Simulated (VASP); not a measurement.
Crystal: ZrN.

```
Zr N
1.0
     0.00000    2.29427    2.29427
     2.29427    0.00000    2.29427
     2.29427    2.29427    0.00000
Zr N
1 1
Direct
  0.50000 0.50000 0.50000
  0.00000 0.00000 0.00000
```

Base run:

| Item | Value |
| --- | --- |
| Program | VASP 6.6.1 |
| Functional | PBE |
| Potentials or basis | VASP PAW PBE potentials, release 64 (Zr_sv, N) |
| Cutoff | 600 eV |
| k mesh | 8 × 8 × 8 |
| Occupations | gaussian, width 0.13 eV |
| Spin | no spin polarisation |

Its results: pressure 1.4 GPa.

The run is repeated on the same cell with these changes: functional from PBE to BLYP; occupations from gaussian, width 0.13 eV to tetrahedron. What comes out?

Pressure 9.9 GPa.

Caveats: the PAW data sets were made with another functional, which shifts forces and pressure a little (some runs); tetrahedron occupations give inexact forces and stress in metals (some runs).
